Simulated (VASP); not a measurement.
Here is a VASP 6.6.1 calculation.

Contents of INCAR:

```
SYSTEM = La
  PREC = Accurate
  ENCUT = 520
  EDIFF = 1E-7
  ISMEAR = -1
  SIGMA = 0.05
  LREAL = .False.
  LASPH = .True.
  NELM = 150
  ALGO = Normal
  ISIF = 2
  LWAVE = .False.
  LCHARG = .True.
  ISPIN = 2
  MAGMOM = 1 1
  LORBIT = 11
  LMAXMIX = 6
  GGA = PE
  LELF = .True.
  LVHAR = .True.
  NBANDS = 22
```

KPOINTS

```
Automatic mesh
0
Gamma
  13 13 13
  0 0 0
```

Contents of POSCAR:

```
La
1.0
    0.0000000000      3.3392829122      3.3392829122
    3.3392829122      0.0000000000      3.3392829122
    3.3392829122      3.3392829122      0.0000000000
La
2
Direct
    0.1250000000      0.1250000000      0.1250000000
    0.8750000000      0.8750000000      0.8750000000
```

Potentials or basis: VASP PAW PBE potentials, release 64 (La).

The run is started by

```sh
$ cat potpaw_PBE.64/La/POTCAR > POTCAR
$ mpirun -np 1 vasp_std > vasp.out
```

Problem. What does it give for the net moment?

Solution. 0.00 μB per cell.

Problem. What does it give for the band gap on the k mesh?

Solution. Zero (filled and empty bands overlap).

Problem. Estimate the pressure.

Solution. 0.0 GPa.

Caveat: spin-orbit coupling is left out, which moves the levels of the heavy elements.
